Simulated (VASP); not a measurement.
# CdF2 (Fm-3m) in VASP: notebook

Aim: see how the results for CdF2 move with the level of theory and the settings. Levels: LDA, PBEsol. Tasks: single point.

Program: VASP 6.6.1. These are calculated values, not measurements. Logs are shortened: lines on timing, memory, paths and dates and some standing lists are left out, and cuts for length are marked.

## 1. The cell of the first run

It takes space group Fm-3m (No. 225, cubic). Conventional cell: a = 5.388 Å, b = 5.388 Å, c = 5.388 Å, α = 90.00°, β = 90.00°, γ = 90.00°. Cd (site symmetry m-3m) has 8 F at 2.33 Å within 3.1 Å. F (site symmetry -43m) has 4 Cd at 2.33 Å and 6 F at 2.69 Å within 3.1 Å.

## 2. Single point, LDA

INCAR reads:

```
SYSTEM = CdF2
PREC     = Accurate       ! precision mode
ENCUT    = 520            ! plane-wave cutoff, eV
EDIFF    = 1E-7           ! SCF threshold, eV
ISMEAR   = -1             ! smearing method
SIGMA    = 0.05           ! smearing width, eV
LREAL    = .False.        ! projectors in reciprocal space
LASPH    = .True.         ! aspherical terms in the spheres
NELM     = 100            ! most SCF steps
ALGO     = Normal         ! electronic algorithm
ISIF     = 2              ! what is computed and relaxed
LWAVE    = .False.        ! write WAVECAR
LCHARG   = .False.        ! write CHGCAR
GGA      = CA             ! functional
NBANDS   = 20             ! bands
```

KPOINTS reads:

```
Automatic mesh
0
Gamma
  9 9 9
  0 0 0
```

POSCAR reads:

```
CdF2
1.0
    0.0000000000      2.6940000000      2.6940000000
    2.6940000000      0.0000000000      2.6940000000
    2.6940000000      2.6940000000      0.0000000000
Cd F
1 2
Direct
    0.0000000000      0.0000000000      0.0000000000
    0.7500000000      0.7500000000      0.7500000000
    0.2500000000      0.2500000000      0.2500000000
```

Potentials or basis: VASP PAW LDA potentials, release 64 (Cd, F).

Launch:

```console
cat potpaw_LDA.64/Cd/POTCAR potpaw_LDA.64/F/POTCAR > POTCAR
mpirun -np 1 vasp_std > vasp.out
```

OUTCAR:

```text
SYSTEM = CdF2
   PREC = Accurate
   ENCUT = 520
   EDIFF = 1E-7
   ISMEAR = -1
   LREAL = .False.
   LASPH = .True.
   NELM = 100
   ISIF = 2
   GGA = CA

 ion  position               nearest neighbor table
   1  0.000  0.000  0.000-   2 2.33   2 2.33   2 2.33   2 2.33   3 2.33   3 2.33   3 2.33   3 2.33

   2  0.750  0.750  0.750-   1 2.33   1 2.33   1 2.33   1 2.33
   3  0.250  0.250  0.250-   1 2.33   1 2.33   1 2.33   1 2.33

  LATTYP: Found a face centered cubic cell.
 ALAT       =     5.3880000000

  Lattice vectors:

 A1 = (   0.0000000000,   2.6940000000,   2.6940000000)
 A2 = (   2.6940000000,   0.0000000000,   2.6940000000)
 A3 = (   2.6940000000,   2.6940000000,   0.0000000000)

Analysis of symmetry for initial positions (statically):
=====================================================================
 Subroutine PRICEL returns:
 Original cell was already a primitive cell.

 Routine SETGRP: Setting up the symmetry group for a
 face centered cubic supercell.

 Subroutine GETGRP returns: Found 48 space group operations
 (whereof 48 operations were pure point group operations)
 out of a pool of 48 trial point group operations.

The static configuration has the point symmetry O_h .

Analysis of symmetry for dynamics (positions and initial velocities):
=====================================================================
 Subroutine PRICEL returns:
 Original cell was already a primitive cell.

 Routine SETGRP: Setting up the symmetry group for a
 face centered cubic supercell.

 Subroutine GETGRP returns: Found 48 space group operations
 (whereof 48 operations were pure point group operations)
 out of a pool of 48 trial point group operations.

The dynamic configuration has the point symmetry O_h .

 Subroutine INISYM returns: Found 48 space group operations
 (whereof 48 operations are pure point group operations),
 and found     1 'primitive' translations

----------------------------------------------------------------------------------------

                                     Primitive cell

  volume of cell :      39.1041

  direct lattice vectors                    reciprocal lattice vectors
     0.000000000  2.694000000  2.694000000    -0.185597624  0.185597624  0.185597624
     2.694000000  0.000000000  2.694000000     0.185597624 -0.185597624  0.185597624
     2.694000000  2.694000000  0.000000000     0.185597624  0.185597624 -0.185597624

  length of vectors
[... 82 lines left out ...]
   ENCUT  =  520.0 eV  38.22 Ry    6.18 a.u.   7.08  7.08  7.08*2*pi/ulx,y,z
   NELM   =    100;   NELMIN=  2; NELMDL= -5     # of ELM steps
   EDIFF  = 0.1E-06   stopping-criterion for ELM
   LREAL  =      F    real-space projection
   EDIFFG = 0.1E-05   stopping-criterion for IOM
   NSW    =      0    number of steps for IOM
   IBRION =     -1    ionic relax: 0-MD 1-quasi-New 2-CG
   NFREE  =      0    steps in history (QN), initial steepest desc. (CG)
   ISIF   =      2    stress and relaxation
   ISYM   =      2    0-nonsym 1-usesym 2-fastsym
   POTIM  = 0.5000    time-step for ionic-motion
   TEBEG  =    0.0;   TEEND  =   0.0 temperature during run
   PSTRESS=    0.0 pullay stress
   NELECT =      26.0000    total number of electrons
   NUPDOWN=      -1.0000    fix difference up-down
   EMIN   =  10.00;   EMAX   =-10.00  energy-range for DOS
   EFERMI =   0.00;   METHOD = LEGACY
   ISMEAR =    -1;   SIGMA  =   0.05  broadening in eV -4-tet -1-fermi 0-gaus
   EFERMI_NEDOS =   21; number of points for ismear=-14 and -15
   IALGO  =     38    algorithm
   IMIX   =      4    mixing-type and parameters
     AMIX     =   0.40;   BMIX     =  1.00
     AMIX_MAG =   1.60;   BMIX_MAG =  1.00
  volume/ion in A,a.u.               =      13.03        87.96
  Fermi-wavevector in a.u.,A,eV,Ry     =   1.428867  2.700166 27.778468  2.041660
  Thomas-Fermi vector in A             =   2.548882
   LORBIT       =      0    0 simple, 1 ext, 2 COOP (PROOUT), +10 PAW based schemes
   GGA     = CA    functional components
   LHFCALC =     F    Hartree Fock is set to
   AEXX    =    0.0000 exact exchange contribution
   IVDW    =     0    specifies the selected vdW correction
   LEPSILON=     F    determine dielectric tensor
   LRPA    =     F    only Hartree local field effects (RPA)
 non-spin polarized calculation
  energy-cutoff  :      520.00
  volume of cell :       39.10
 maximum number of plane-waves:      1067
   NGX = 15   NGY = 15   NGZ = 15

 number of electron      25.9999989 magnetization

 Free energy of the ion-electron system (eV)
  ---------------------------------------------------
  ext. energy  EPLUGINS =         0.00000000
  ---------------------------------------------------
  free energy    TOTEN  =       -12.71564473 eV

  energy without entropy =      -12.71564473  energy(sigma->0) =      -12.71564473

 E-fermi :  -0.6052     XC(G=0): -11.1271

 val. band max:       -1.6903967338   @ k =  -0.3333   0.4444   0.2222
 cond. band min:       1.1351619513   @ k =   0.0000   0.0000   0.0000
 fundamental gap:      2.8255586852
 Fermi energy:        -0.6052474738

 k-point     1 :       0.0000    0.0000    0.0000
  band No.  band energies     occupation
      1     -22.1083      2.00000
      2     -20.9264      2.00000
      3      -7.3035      2.00000
      4      -7.3035      2.00000
      5      -7.3035      2.00000
      6      -6.0228      2.00000
[... 541 lines left out ...]
     19      17.6106      0.00000
     20      19.3022      0.00000

 [... further k-points ...]

------------------------ aborting loop because EDIFF is reached ----------------------------------------

  FORCE on cell =-STRESS in cart. coord.  units (eV):
  Direction    XX          YY          ZZ          XY          YZ          ZX
  --------------------------------------------------------------------------------------
  -------------------------------------------------------------------------------------
  Total       -1.1544763     -1.1544763     -1.1544763     -0.0000000     -0.0000000      0.0000000
  in kB      -47.3012739    -47.3012739    -47.3012739     -0.0000000     -0.0000000      0.0000000
  external PRESSURE =     -47.3012739 kB  Pullay stress =       0.0000000 kB

 VOLUME and BASIS-vectors are now :
 -----------------------------------------------------------------------------
  energy-cutoff  :      520.00
  volume of cell :       39.10
      direct lattice vectors                 reciprocal lattice vectors
     0.000000000  2.694000000  2.694000000    -0.185597624  0.185597624  0.185597624
     2.694000000  0.000000000  2.694000000     0.185597624 -0.185597624  0.185597624
     2.694000000  2.694000000  0.000000000     0.185597624  0.185597624 -0.185597624

 POSITION                                       TOTAL-FORCE (eV/Angst)
 -----------------------------------------------------------------------------------
      0.00000      0.00000      0.00000         0.000000     -0.000000      0.000000
      4.04100      4.04100      4.04100        -0.000000     -0.000000     -0.000000
      1.34700      1.34700      1.34700         0.000000      0.000000      0.000000
 -----------------------------------------------------------------------------------
    total drift:                                0.000000      0.000000      0.000000

  FREE ENERGIE OF THE ION-ELECTRON SYSTEM (eV)
  ---------------------------------------------------
  free  energy   TOTEN  =       -12.7156447296 eV

  energy  without entropy=      -12.7156447295  energy(sigma->0) =      -12.71564473
```

It took 9.7 s on 1 thread of Intel Xeon 6975P-C (Granite Rapids), shared host; peak memory 0.15 GiB.

What came out:

| Item | Value |
| --- | --- |
| Free energy | -12.7156 eV |
| Pressure | -4.7 GPa |
| Band gap on the k mesh | 2.83 eV (least direct gap 3.28 eV) |

Caveat: the cell stands under tension; an odd mesh through Γ misses points on the zone boundary, where band edges can lie.

## 3. Single point, PBEsol

INCAR reads:

```
SYSTEM = CdF2
ALGO = Normal
EDIFF = 1E-6
ENCUT = 520
GGA = PS
ISIF = 2
ISMEAR = 0
LASPH = .True.
LCHARG = .True.
LELF = .True.
LREAL = .False.
LVHAR = .True.
LWAVE = .False.
NBANDS = 20
NELM = 100
PREC = Accurate
SIGMA = 0.05
```

KPOINTS reads:

```
k-points
0
Gamma
  7 7 7
  0 0 0
```

POSCAR is that of step 2.

Potentials or basis: VASP PAW PBE potentials, release 64 (Cd, F).

Launch:

```console
cat potpaw_PBE.64/Cd/POTCAR potpaw_PBE.64/F/POTCAR > POTCAR
mpirun -np 1 vasp_std > vasp.out
```

It took 20 s on 1 thread of AMD EPYC 7R43 (Zen 3), shared host; peak memory 0.12 GiB.

Results (log left out):

```yaml
Free_energy: -11.5931 eV
Pressure: 0.5 GPa
Band_gap_on_the_k_mesh: 2.96 eV (least direct gap 3.39 eV)
```

Levels at points of the mesh, in eV from the valence-band top:
```
           k point  band 10  band 11  band 12  band 13  band 14  band 15  band 16  band 17
(0.00, 0.00, 0.00)    -0.93    -0.43    -0.43    -0.43     2.96    12.56    12.56    12.56
```

Caveat: the PAW data sets were made with another functional, which shifts forces and pressure a little; an odd mesh through Γ misses points on the zone boundary, where band edges can lie.

(Part 1 of 3 ends here.)
